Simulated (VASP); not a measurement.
A run of VASP 6.6.1:

The input POSCAR:

```
Ti
1.0
    4.6281044024      0.0000000000      0.0000000000
   -2.3140522012      4.0080559839      0.0000000000
    0.0000000000      0.0000000000      2.8630345507
Ti
3
Direct
    1.0000000000      1.0000000000      0.0000000000
    0.3333333333      0.6666666667      0.5000000000
    0.6666666667      0.3333333333      0.5000000000
```

INCAR.step1

```
SYSTEM = Ti
ALGO     = Normal         ! electronic algorithm
EDIFF    = 1E-4           ! SCF threshold, eV
ENCUT    = 520            ! plane-wave cutoff, eV
GGA      = PE             ! functional
ISMEAR   = -1             ! smearing method
LASPH    = .TRUE.         ! aspherical terms in the spheres
LCHARG   = .FALSE.        ! write CHGCAR
LREAL    = .FALSE.        ! projectors in reciprocal space
LWAVE    = .TRUE.         ! write WAVECAR
NBANDS   = 25             ! bands
NELM     = 80             ! most SCF steps
PREC     = Accurate       ! precision mode
SIGMA    = 0.1            ! smearing width, eV
```

INCAR.step2

```
SYSTEM = Ti
ALGO     = Normal         ! electronic algorithm
EDIFF    = 1E-6           ! SCF threshold, eV
ENCUT    = 520            ! plane-wave cutoff, eV
ISIF     = 2              ! what is computed and relaxed
ISMEAR   = -1             ! smearing method
ISTART   = 1            
LASPH    = .TRUE.         ! aspherical terms in the spheres
LCHARG   = .TRUE.         ! write CHGCAR
LELF     = .TRUE.         ! ELF
LMIXTAU  = .TRUE.       
LREAL    = .FALSE.        ! projectors in reciprocal space
LVHAR    = .TRUE.       
LWAVE    = .FALSE.        ! write WAVECAR
METAGGA  = R2SCAN         ! meta-GGA
NBANDS   = 25             ! bands
NELM     = 80             ! most SCF steps
PREC     = Accurate       ! precision mode
SIGMA    = 0.1            ! smearing width, eV
```

KPOINTS

```
k-points
0
G
  9 9 13
  0 0 0
```

Potentials or basis: VASP PAW PBE potentials, release 64 (Ti_sv).

Run with:

```sh
$ cat potpaw_PBE.64/Ti_sv/POTCAR > POTCAR
$ cp INCAR.step1 INCAR
$ mpirun -np 1 vasp_std > vasp.out
$ cp INCAR.step2 INCAR
$ mpirun -np 1 vasp_std > vasp.out
```

Hardware: 1 thread of AMD EPYC 9R45 96-Core Processor (Zen 5), with other jobs on the host.

How long does it take, and how much memory?

Run time: 6.8 min on 1 thread of AMD EPYC 9R45 96-Core Processor (Zen 5), with other jobs on the host, peak memory 0.2 GiB. Counts: k points 84.
